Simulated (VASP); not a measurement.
# C (C2/m) in VASP: further runs

The runs below take C through single point, with r2SCAN.

All numbers are computed with VASP 6.6.1; they aren't measurements. Logs are shortened: lines on timing, memory, paths and dates and some standing lists are left out, and cuts for length are marked.

## (1) The cell of the first run

Symmetry: C2/m, No. 12, monoclinic system. Conventional cell: a = 4.368 Å, b = 2.522 Å, c = 4.368 Å, α = 90.00°, β = 109.47°, γ = 90.00°. Within 2.1 Å of C (site symmetry m) lie 4 C at 1.54 to 1.56 Å. Within 2.1 Å of C (site symmetry m) lie 4 C at 1.54 to 1.56 Å.

## (2) Single point, r2SCAN (atoms displaced along a vibrational mode)

Contents of POSCAR:

```
C
1.0
    0.0000000000     -1.7834000000     -1.7834000000
   -1.7834000000      0.0000000000     -1.7834000000
    1.7834000000      1.7834000000     -3.5668000000
C
4
Direct
    0.7774699029      0.7774699029      0.7499999494
    0.2225300971      0.2225300971      0.2500000506
    0.4024699029      0.4024699029      0.8749999494
    0.8475300971      0.8475300971      0.3750000506
```

Contents of INCAR.step1:

```
SYSTEM = C
ALGO = Normal
EDIFF = 1E-5
ENCUT = 660
GGA = PE
GGA_COMPAT = .False.
ISMEAR = 0
LASPH = .True.
LCHARG = .False.
LREAL = .False.
LWAVE = .True.
NBANDS = 16
NELM = 120
PREC = Accurate
SIGMA = 0.05
```

Contents of INCAR.step2:

```
SYSTEM = C
ALGO = Normal
EDIFF = 1E-6
ENCUT = 660
GGA_COMPAT = .False.
ISIF = 2
ISMEAR = 0
ISTART = 1
LASPH = .True.
LCHARG = .False.
LMIXTAU = .True.
LREAL = .False.
LWAVE = .False.
METAGGA = R2SCAN
NBANDS = 16
NELM = 120
PREC = Accurate
SIGMA = 0.05
```

Contents of KPOINTS:

```
k-points
0
Gamma
  12 12 10
  0 0 0
```

Potentials or basis: VASP PAW PBE potentials, release 64 (C).

Run with:

```console
cat potpaw_PBE.64/C/POTCAR > POTCAR
cp INCAR.step1 INCAR
mpirun -np 1 vasp_std > vasp.out
cp INCAR.step2 INCAR
mpirun -np 1 vasp_std > vasp.out
```

OUTCAR:

```text
SYSTEM = C
   EDIFF = 1E-6
   ENCUT = 660
   ISIF = 2
   ISMEAR = 0
   ISTART = 1
   LASPH = .True.
   LREAL = .False.
   METAGGA = R2SCAN
   NELM = 120
   PREC = Accurate

 ion  position               nearest neighbor table
   1  0.777  0.777  0.750-   3 1.54   3 1.54   3 1.54   4 1.56
   2  0.223  0.223  0.250-   4 1.54   4 1.54   4 1.54   3 1.56
   3  0.402  0.402  0.875-   1 1.54   1 1.54   1 1.54   2 1.56
   4  0.848  0.848  0.375-   2 1.54   2 1.54   2 1.54   1 1.56

  LATTYP: Found a trigonal (rhomboedric) cell.
 ALAT       =     4.3684200073
 COS(alpha) =     0.8333333333

  Lattice vectors:

 A1 = (   1.7834000000,   3.5668000000,  -1.7834000000)
 A2 = (   3.5668000000,   1.7834000000,  -1.7834000000)
 A3 = (   1.7834000000,   1.7834000000,  -3.5668000000)

Analysis of symmetry for initial positions (statically):
=====================================================================
 Subroutine PRICEL returns:
 Original cell was already a primitive cell.

 Routine SETGRP: Setting up the symmetry group for a
 trigonal (rhombohedral) supercell.

 Subroutine GETGRP returns: Found  4 space group operations
 (whereof  2 operations were pure point group operations)
 out of a pool of 12 trial point group operations.

The static configuration has the point symmetry C_1h.
 The point group associated with its full space group is C_2h.

Analysis of symmetry for dynamics (positions and initial velocities):
=====================================================================
 Subroutine PRICEL returns:
 Original cell was already a primitive cell.

 Routine SETGRP: Setting up the symmetry group for a
 trigonal (rhombohedral) supercell.

 Subroutine GETGRP returns: Found  4 space group operations
 (whereof  2 operations were pure point group operations)
 out of a pool of 12 trial point group operations.

The dynamic configuration has the point symmetry C_1h.
 The point group associated with its full space group is C_2h.

 Subroutine INISYM returns: Found  4 space group operations
 (whereof  2 operations are pure point group operations),
 and found     1 'primitive' translations

----------------------------------------------------------------------------------------

                                     Primitive cell

  volume of cell :      22.6885

[... 115 lines left out ...]
   LREAL  =      F    real-space projection
   EDIFFG = 0.1E-04   stopping-criterion for IOM
   NSW    =      0    number of steps for IOM
   IBRION =     -1    ionic relax: 0-MD 1-quasi-New 2-CG
   NFREE  =      0    steps in history (QN), initial steepest desc. (CG)
   ISIF   =      2    stress and relaxation
   ISYM   =      2    0-nonsym 1-usesym 2-fastsym
   POTIM  = 0.5000    time-step for ionic-motion
   TEBEG  =    0.0;   TEEND  =   0.0 temperature during run
   PSTRESS=    0.0 pullay stress
   NELECT =      16.0000    total number of electrons
   NUPDOWN=      -1.0000    fix difference up-down
   EMIN   =  10.00;   EMAX   =-10.00  energy-range for DOS
   EFERMI =   0.00;   METHOD = LEGACY
   ISMEAR =     0;   SIGMA  =   0.05  broadening in eV -4-tet -1-fermi 0-gaus
   EFERMI_NEDOS =   21; number of points for ismear=-14 and -15
   IALGO  =     38    algorithm
   IMIX   =      4    mixing-type and parameters
     AMIX     =   0.40;   BMIX     =  1.00
     AMIX_MAG =   1.60;   BMIX_MAG =  1.00
  volume/ion in A,a.u.               =       5.67        38.28
  Fermi-wavevector in a.u.,A,eV,Ry     =   1.457178  2.753668 28.890189  2.123369
  Thomas-Fermi vector in A             =   2.574010
   LORBIT       =      0    0 simple, 1 ext, 2 COOP (PROOUT), +10 PAW based schemes
   METAGGA = R2SCAN    functional components
   LHFCALC =     F    Hartree Fock is set to
   AEXX    =    0.0000 exact exchange contribution
   IVDW    =     0    specifies the selected vdW correction
   LEPSILON=     F    determine dielectric tensor
   LRPA    =     F    only Hartree local field effects (RPA)
 non-spin polarized calculation
 Gauss-broadening in eV      SIGMA  =   0.05
  energy-cutoff  :      660.00
  volume of cell :       22.69
 maximum number of plane-waves:       886
 NGX is ok and might be reduce to    24
   NGX = 11   NGY = 11   NGZ = 19

 number of electron      16.0000000 magnetization

 Free energy of the ion-electron system (eV)
  ---------------------------------------------------
  ext. energy  EPLUGINS =         0.00000000
  ---------------------------------------------------
  free energy    TOTEN  =       -38.93833809 eV

  energy without entropy =      -38.93833809  energy(sigma->0) =      -38.93833809

 E-fermi :  10.1237     XC(G=0): -14.2714

 val. band max:        9.9374044403   @ k =   0.0000   0.0000   0.0000
 cond. band min:      13.8058470499   @ k =  -0.4167  -0.4167   0.2000
 fundamental gap:      3.8684426097
 Fermi energy:        10.1236939703

 k-point     1 :       0.0000    0.0000    0.0000
  band No.  band energies     occupation
      1     -12.9687      2.00000
      2      -7.0462      2.00000
      3      -4.2280      2.00000
      4       6.8114      2.00000
      5       6.8866      2.00000
      6       9.3696      2.00000
[... 433 lines left out ...]
      3      -1.9692      2.00000
      4      -1.1005      2.00000
      5       1.2136      2.00000
      6       2.0081      2.00000
[... 8 lines left out ...]
     15      24.9018      0.00000
     16      26.0457      0.00000

 [... further k-points ...]

------------------------ aborting loop because EDIFF is reached ----------------------------------------

  FORCE on cell =-STRESS in cart. coord.  units (eV):
  Direction    XX          YY          ZZ          XY          YZ          ZX
  --------------------------------------------------------------------------------------
  -------------------------------------------------------------------------------------
  Total       -0.1329250     -0.1329250     -0.8724221     -0.0631602     -0.2046714     -0.2046713
  in kB       -9.3866592     -9.3866592    -61.6071251     -4.4601297    -14.4531118    -14.4531090
  external PRESSURE =     -26.7934812 kB  Pullay stress =       0.0000000 kB

 VOLUME and BASIS-vectors are now :
 -----------------------------------------------------------------------------
  energy-cutoff  :      660.00
  volume of cell :       22.69
      direct lattice vectors                 reciprocal lattice vectors
     0.000000000 -1.783400000 -1.783400000     0.140181675 -0.420545026 -0.140181675
    -1.783400000  0.000000000 -1.783400000    -0.420545026  0.140181675 -0.140181675
     1.783400000  1.783400000 -3.566800000     0.140181675  0.140181675 -0.140181675

 POSITION                                       TOTAL-FORCE (eV/Angst)
 -----------------------------------------------------------------------------------
     -0.04899     -0.04899     -5.44818         0.644358      0.644358      1.348836
      0.04899      0.04899     -1.68542        -0.728000     -0.728000     -1.373524
      0.84271      0.84271     -4.55648         0.728000      0.728000      1.373524
     -0.84271     -0.84271     -4.36052        -0.644358     -0.644358     -1.348836
 -----------------------------------------------------------------------------------
    total drift:                               -0.000000     -0.000000      0.000000

  FREE ENERGIE OF THE ION-ELECTRON SYSTEM (eV)
  ---------------------------------------------------
  free  energy   TOTEN  =       -38.9383380891 eV

  energy  without entropy=      -38.9383380891  energy(sigma->0) =      -38.93833809
```

Run time: 14 min. Hardware: 1 thread of Oxide Virtual Turin-like, shared host; peak memory 0.24 GiB.

What came out:

* Free energy: -38.9383 eV
* Pressure: -2.7 GPa
* Largest force: 1.717 eV/Å
* Band gap on the k mesh: 3.87 eV (least direct gap 5.54 eV)

Forces in eV/Å, atoms in the order of the input:
```
C    0.644  0.644  1.349
C   -0.728 -0.728 -1.374
C    0.728  0.728  1.374
C   -0.644 -0.644 -1.349
```

Stress tensor (GPa, compression positive):
```
-0.94 -0.45 -1.45
-0.45 -0.94 -1.45
-1.45 -1.45 -6.16
```

Caveat: the cell differs from its parent crystal (atoms displaced along a vibrational mode); the stress differs along the axes, from -6 to -1 GPa; the PAW data sets were made with another functional, which shifts forces and pressure a little. A k mesh can miss the band edges.

(Part 1 of 2 ends here.)
